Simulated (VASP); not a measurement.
Here is a VASP 6.6.1 calculation.

INCAR

```
SYSTEM = N
PREC     = Accurate       ! precision mode
ENCUT    = 520            ! plane-wave cutoff, eV
EDIFF    = 1E-6           ! SCF threshold, eV
ISMEAR   = -1             ! smearing method
SIGMA    = 0.05           ! smearing width, eV
LREAL    = .False.        ! projectors in reciprocal space
LASPH    = .True.         ! aspherical terms in the spheres
NELM     = 80             ! most SCF steps
ALGO     = Normal         ! electronic algorithm
ISIF     = 2              ! what is computed and relaxed
LWAVE    = .False.        ! write WAVECAR
LCHARG   = .False.        ! write CHGCAR
GGA      = CA             ! functional
NBANDS   = 30             ! bands
```

The input KPOINTS:

```
Automatic mesh
0
Gamma
  6 6 6
  0 0 0
```

Contents of POSCAR:

```
N
1.0
    5.2260471121      0.0000000000      0.0000000000
    0.0000000000      5.2260471121      0.0000000000
    0.0000000000      0.0000000000      5.2260471121
N
8
Direct
    0.0603831954      0.0603831954      0.0603831954
    0.4396168046      0.9396168046      0.5603831954
    0.5603831954      0.4396168046      0.9396168046
    0.9396168046      0.5603831954      0.4396168046
    0.9396168046      0.9396168046      0.9396168046
    0.5603831954      0.0603831954      0.4396168046
    0.4396168046      0.5603831954      0.0603831954
    0.0603831954      0.4396168046      0.5603831954
```

Potentials or basis: VASP PAW LDA potentials, release 64 (N).

Run with:

```console
$ cat potpaw_LDA.64/N/POTCAR > POTCAR
$ mpirun -np 1 vasp_std > vasp.out
```

Problem. Estimate the band gap on the k mesh.

Solution. 6.82 eV, indirect (least direct gap 6.88 eV).

Problem. Estimate the largest force.

Solution. 1.538 eV/Å.

Problem. Predict the pressure.

Solution. 2.3 GPa.

Forces in eV/Å, atoms in the order of the input:
```
N    0.888  0.888  0.888
N   -0.888 -0.888  0.888
N    0.888 -0.888 -0.888
N   -0.888  0.888 -0.888
N   -0.888 -0.888 -0.888
N    0.888  0.888 -0.888
N   -0.888  0.888  0.888
N    0.888 -0.888  0.888
```

Caveat: the standard files for N, O and F lose accuracy on very short bonds; forces of over 1 eV/Å act on the atoms, so gaps and moduli don't describe the material at rest. A k mesh can miss the band edges.
